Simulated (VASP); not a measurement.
# GaP in VASP: single point with PBE+D3(BJ)

Aim: the single point of GaP with PBE+D3(BJ).

Program: VASP 6.6.1. These are calculated values, not measurements. Logs are shortened: lines on timing, memory, paths and dates and some standing lists are left out, and cuts for length are marked.

**1. The cell of the first run**

The cell holds a slab with vacuum, 16 atoms: a = 7.702 Å, b = 5.446 Å, c = 21.776 Å, α = 90.00°, β = 90.00°, γ = 90.00°.

**2. Single point, PBE+D3(BJ)**

INCAR reads:

```
ALGO = Normal
DIPOL = 0.5 0.5 0.500
EDIFF = 1E-7
ENCUT = 520
GGA = PE
IDIPOL = 3
ISIF = 2
ISMEAR = 0
IVDW = 12
LASPH = T
LCHARG = F
LDIPOL = T
LREAL = Auto
LWAVE = F
NBANDS = 86
NELM = 80
PREC = Accurate
SIGMA = 0.05
```

KPOINTS reads:

```
k-points
0
Gamma
  2 3 1
```

POSCAR reads:

```
GaP
1.0
    7.7015734180      0.0000000000      0.0000000000
    0.0000000000      5.4458347897      0.0000000000
    0.0000000000      0.0000000000     21.7761800635
Ga P
8 8
Direct
    0.2500000000      0.5000000000      0.3673738910
    0.7500000000      0.5000000000      0.3673738910
    0.5000000000      0.0000000000      0.4557912970
    0.0000000000      0.0000000000      0.4557912970
    0.7500000000      0.5019843611      0.5486882525
    0.2500000000      0.5019843611      0.5486882525
    0.0000000000     -0.0628826154      0.6156208417
    0.5000000000     -0.0628826154      0.6156208417
    0.5000000000      0.2500000000      0.3673738910
    0.0000000000      0.2500000000      0.3673738910
    0.7500000000      0.7500000000      0.4557912970
    0.2500000000      0.7500000000      0.4557912970
    0.0000000000      0.2542663395      0.5448835901
    0.5000000000      0.2542663395      0.5448835901
    0.2500000000      0.7230471412      0.6427640489
    0.7500000000      0.7230471412      0.6427640489
```

Potentials or basis: VASP PAW PBE potentials, release 64 (Ga_d, P).

Launch:

```sh
cat potpaw_PBE.64/Ga_d/POTCAR potpaw_PBE.64/P/POTCAR > POTCAR
mpirun -np 1 vasp_std > vasp.out
```

OUTCAR:

```text
EDIFF = 1E-7
   ENCUT = 520
   GGA = PE
   ISIF = 2
   ISMEAR = 0
   IVDW = 12
   LASPH = T
   LREAL = Auto
   NELM = 80
   PREC = Accurate
 IVDW          = 12

 ion  position               nearest neighbor table
   1  0.250  0.500  0.367-  12 2.36  10 2.36   9 2.36
   2  0.750  0.500  0.367-  11 2.36  10 2.36   9 2.36
   3  0.500  0.000  0.456-   9 2.36  11 2.36  12 2.36  14 2.38
   4  0.000  0.000  0.456-  10 2.36  11 2.36  12 2.36  13 2.38
   5  0.750  0.502  0.549-  13 2.35  14 2.35  16 2.38  11 2.43
   6  0.250  0.502  0.549-  13 2.35  14 2.35  15 2.38  12 2.43
   7  0.000  0.937  0.616-  13 2.31  15 2.33  16 2.33
   8  0.500  0.937  0.616-  14 2.31  15 2.33  16 2.33
   9  0.500  0.250  0.367-   3 2.36   2 2.36   1 2.36
  10  0.000  0.250  0.367-   4 2.36   2 2.36   1 2.36
  11  0.750  0.750  0.456-   2 2.36   3 2.36   4 2.36   5 2.43
  12  0.250  0.750  0.456-   1 2.36   3 2.36   4 2.36   6 2.43
  13  0.000  0.254  0.545-   7 2.31   6 2.35   5 2.35   4 2.38
  14  0.500  0.254  0.545-   8 2.31   6 2.35   5 2.35   3 2.38
  15  0.250  0.723  0.643-   7 2.33   8 2.33   6 2.38
  16  0.750  0.723  0.643-   7 2.33   8 2.33   5 2.38
[... 8 lines left out ...]
 A1 = (   0.0000000000,  -5.4458347897,   0.0000000000)
 A2 = (   7.7015734180,   0.0000000000,   0.0000000000)
 A3 = (   0.0000000000,   0.0000000000,  21.7761800635)

Analysis of symmetry for initial positions (statically):
=====================================================================
 Subroutine PRICEL returns following result:

  LATTYP: Found a simple orthorhombic cell.
 ALAT       =     3.8507867090
 B/A-ratio  =     1.4142135624
 C/A-ratio  =     5.6549951241

  Lattice vectors:

 A1 = (   3.8507867090,   0.0000000000,   0.0000000000)
 A2 = (   0.0000000000,   5.4458347897,   0.0000000000)
 A3 = (   0.0000000000,   0.0000000000,  21.7761800635)

   2 primitive cells build up your supercell.

 Routine SETGRP: Setting up the symmetry group for a
 simple orthorhombic supercell.

 Subroutine GETGRP returns: Found  2 space group operations
 (whereof  2 operations were pure point group operations)
 out of a pool of  8 trial point group operations.

The static configuration has the point symmetry C_1h.

Analysis of symmetry for dynamics (positions and initial velocities):
=====================================================================
 Subroutine PRICEL returns following result:

  LATTYP: Found a simple orthorhombic cell.
 ALAT       =     3.8507867090
 B/A-ratio  =     1.4142135624
 C/A-ratio  =     5.6549951241

  Lattice vectors:
[... 117 lines left out ...]
   NUPDOWN=      -1.0000    fix difference up-down
   EMIN   =  10.00;   EMAX   =-10.00  energy-range for DOS
   EFERMI =   0.00;   METHOD = LEGACY
   ISMEAR =     0;   SIGMA  =   0.05  broadening in eV -4-tet -1-fermi 0-gaus
   EFERMI_NEDOS =   21; number of points for ismear=-14 and -15
   IALGO  =     38    algorithm
   IMIX   =      4    mixing-type and parameters
     AMIX     =   0.40;   BMIX     =  1.00
     AMIX_MAG =   1.60;   BMIX_MAG =  1.00
  volume/ion in A,a.u.               =      57.08       385.21
  Fermi-wavevector in a.u.,A,eV,Ry     =   0.884410  1.671293 10.642226  0.782182
  Thomas-Fermi vector in A             =   2.005307
   LORBIT       =      0    0 simple, 1 ext, 2 COOP (PROOUT), +10 PAW based schemes
   GGA     = PE    functional components
   LHFCALC =     F    Hartree Fock is set to
   AEXX    =    0.0000 exact exchange contribution
   IVDW    =    12    specifies the selected vdW correction
   LEPSILON=     F    determine dielectric tensor
   LRPA    =     F    only Hartree local field effects (RPA)
 non-spin polarized calculation
 Gauss-broadening in eV      SIGMA  =   0.05
  energy-cutoff  :      520.00
  volume of cell :      913.33
 maximum number of plane-waves:     24622
 NGX is ok and might be reduce to    60
   NGX = 29   NGY = 21   NGZ = 81

 number of electron     144.0000005 magnetization

 dipolmoment           0.000000      0.000000      0.039585 electrons x Angstroem

 Free energy of the ion-electron system (eV)
  ---------------------------------------------------
  ext. energy  EPLUGINS =         0.00000000
  ---------------------------------------------------
  free energy    TOTEN  =       -67.51917048 eV

  energy without entropy =      -67.51917048  energy(sigma->0) =      -67.51917048

 E-fermi :  -1.4205     XC(G=0):  -4.1868

 val. band max:       -1.6628763775   @ k =   0.0000   0.0000   0.0000
 cond. band min:      -0.7656930453   @ k =   0.0000   0.3333   0.0000
 fundamental gap:      0.8971833322
 Fermi energy:        -1.4205098934

 k-point     1 :       0.0000    0.0000    0.0000
  band No.  band energies     occupation
      1     -16.4251      2.00000
      2     -16.4172      2.00000
      3     -16.3453      2.00000
      4     -16.3416      2.00000
      5     -16.3348      2.00000
      6     -16.3322      2.00000
[... 337 lines left out ...]
     83       2.8617      0.00000
     84       2.8617      0.00000
 [bands above 84 left out]

------------------------ aborting loop because EDIFF is reached ----------------------------------------

 vacuum level on the upper side and lower side of the slab       (xc-potential included)         0.065        -0.097

 Edisp (eV)   -3.58178

 E8    (eV) :    -1.5786

  FORCE on cell =-STRESS in cart. coord.  units (eV):
  Direction    XX          YY          ZZ          XY          YZ          ZX
  --------------------------------------------------------------------------------------
  -------------------------------------------------------------------------------------
  Total      -1.85772    -3.59714    -0.08149     0.00000     3.22284     0.00000
  in kB      -3.25885    -6.31018    -0.14295     0.00000     5.65358     0.00000
  external pressure =       -3.24 kB  Pullay stress =        0.00 kB

 VOLUME and BASIS-vectors are now :
 -----------------------------------------------------------------------------
  energy-cutoff  :      520.00
  volume of cell :      913.33
      direct lattice vectors                 reciprocal lattice vectors
     7.701573418  0.000000000  0.000000000     0.129843598  0.000000000  0.000000000
     0.000000000  5.445834790  0.000000000     0.000000000  0.183626577  0.000000000
     0.000000000  0.000000000 21.776180064     0.000000000  0.000000000  0.045921736

 POSITION                                       TOTAL-FORCE (eV/Angst)
 -----------------------------------------------------------------------------------
      1.92539      2.72292      8.00000        -0.000000     -1.170266      1.411235
      5.77618      2.72292      8.00000         0.000000     -1.170266      1.411235
      3.85079      0.00000      9.92539         0.000000      0.354961      0.159550
      0.00000      0.00000      9.92539         0.000000      0.354961      0.159550
      5.77618      2.73372     11.94833        -0.000000      0.003288     -0.006157
      1.92539      2.73372     11.94833        -0.000000      0.003288     -0.006157
[... 8 lines left out ...]
      1.92539      3.93760     13.99695         0.000000      0.027223     -0.000023
      5.77618      3.93760     13.99695         0.000000      0.027223     -0.000023
 -----------------------------------------------------------------------------------
    total drift:                                0.000000     -0.001497     -0.006632

  FREE ENERGIE OF THE ION-ELECTRON SYSTEM (eV)
  ---------------------------------------------------
  free  energy   TOTEN  =       -71.1009505607 eV

  energy  without entropy=      -71.1009505607  energy(sigma->0) =      -71.10095056

 vacuum level on the upper side and lower side of the slab         3.490         3.322
```

stdout:

```text
POSCAR found type information on POSCAR GaP
 POSCAR found :  2 types and      16 ions
 scaLAPACK will be used
 LDA part: xc-table for (Slater+PW92), standard interpolation
 POSCAR, INCAR and KPOINTS ok, starting setup
 FFT: planning ... GRIDC
 FFT: planning ... GRID_SOFT
 FFT: planning ... GRID
 WAVECAR not read
 entering main loop
```

It took 14 min on 1 thread of Oxide Virtual Turin-like, shared host; peak memory 0.82 GiB.

What came out:

| Quantity | Value |
| --- | --- |
| Free energy | -71.1010 eV |
| Largest force | 1.833 eV/Å |
| Band gap on the k mesh | 0.90 eV |
| Dispersion energy per atom | -0.224 eV |

Forces in eV/Å, atoms in the order of the input:
```
Ga   0.000 -1.170  1.411
Ga   0.000 -1.170  1.411
Ga   0.000  0.355  0.160
Ga   0.000  0.355  0.160
Ga   0.000  0.003 -0.006
Ga   0.000  0.003 -0.006
Ga   0.000 -0.031  0.011
Ga   0.000 -0.031  0.011
P    0.000  0.340 -1.394
P    0.000  0.340 -1.394
P    0.000  0.470 -0.180
P    0.000  0.470 -0.180
P    0.000  0.005 -0.002
P    0.000  0.005 -0.002
P    0.000  0.027  0.000
P    0.000  0.027  0.000
```
